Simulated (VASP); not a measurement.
A run of VASP 6.6.1 is set up as follows.

File INCAR:

```
SYSTEM = Bi
PREC = Accurate
ENCUT = 600
EDIFF = 1E-6
ISMEAR = 0
SIGMA = 0.1
LREAL = .False.
LASPH = .True.
NELM = 100
ALGO = Fast
ISIF = 3
LWAVE = .False.
LCHARG = .False.
GGA = PE
IBRION = 2
NSW = 100
EDIFFG = -0.01
```

The input KPOINTS:

```
Automatic mesh
0
Gamma
  20 20 20
  0 0 0
```

Contents of POSCAR:

```
Bi
1.0
    0.0000000000      2.5115062870      2.5115062870
    2.5115062870      0.0000000000      2.5115062870
    2.5115062870      2.5115062870      0.0000000000
Bi
1
Direct
    0.0000000000      0.0000000000      0.0000000000
```

Potentials or basis: VASP PAW PBE potentials, release 64 (Bi_d).

Command:

```bash
$ cat potpaw_PBE.64/Bi_d/POTCAR > POTCAR
$ mpirun -np 1 vasp_std > vasp.out
```

(1) What does it give for the relaxed cell?

(2) What does it give for the relaxed volume?

Answers

(1) a = 3.554 Å, b = 3.554 Å, c = 3.554 Å, α = 60.00°, β = 60.00°, γ = 60.00°.

(2) 31.75 Å³/atom.
